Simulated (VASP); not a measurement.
Runs of VASP 6.6.1 on Os. The structure is that of space group P6/mmm (No. 191), or close to it. The cells are those of the table. This isn't the form of Os at room conditions, which is hcp.

```csv
task,cell,k mesh,cutoff (eV),gap on the mesh (eV),pressure (GPa)
single point,"a = 4.266, b = 4.266, c = 2.679 Å, angles 90.0, 90.0, 120.0°, 3 atoms",11 × 11 × 15,520,none,0.8
single point,"a = 4.266, b = 4.266, c = 2.679 Å, angles 90.0, 90.0, 120.0°, 3 atoms",9 × 9 × 12,520,none,0.7
single point,"a = 4.266, b = 4.266, c = 2.679 Å, angles 90.0, 90.0, 120.0°, 3 atoms",10 × 10 × 13,520,none,0.7
single point,"a = 4.208, b = 4.208, c = 2.643 Å, angles 90.0, 90.0, 120.0°, 3 atoms",10 × 10 × 13,520,none,(a)
single point,"a = 4.322, b = 4.322, c = 2.715 Å, angles 90.0, 90.0, 120.0°, 3 atoms",10 × 10 × 13,520,none,-14.6
single point,"a = 4.149, b = 4.149, c = 2.606 Å, angles 90.0, 90.0, 120.0°, 3 atoms",10 × 10 × 13,520,none,44.3
single point,"a = 4.430, b = 4.430, c = 2.782 Å, angles 90.0, 90.0, 120.0°, 3 atoms",10 × 10 × 13,520,none,(b)
relaxation of cell and atoms,"relaxed from a = 4.292, b = 4.292, c = 2.631 Å, angles 90.0, 90.0, 120.0°, 3 atoms",9 × 9 × 12,600,none,0.0
single point,"a = 4.088, b = 4.088, c = 2.568 Å, angles 90.0, 90.0, 120.0°, 3 atoms",10 × 10 × 13,520,none,74.8
single point,"a = 4.376, b = 4.376, c = 2.749 Å, angles 90.0, 90.0, 120.0°, 3 atoms",10 × 10 × 13,520,none,-26.7
```

Alike in all rows: level LDA; potentials or basis VASP PAW LDA potentials, release 64 (Os); no spin polarisation; smearing fermi-dirac 0.1 eV.

**Question.** Fill in the values left out.

**Answer.** (a) 20.0; (b) -36.2.

Caveats: spin-orbit coupling is left out, which moves the levels of the heavy elements; the cell stands under pressure (at least some runs); the cell stands under tension (at least some runs).

A k mesh can miss the band edges, and the runs leave out spin-orbit coupling on Os.

A gap of «none» marks levels without a gap at the run's occupations.
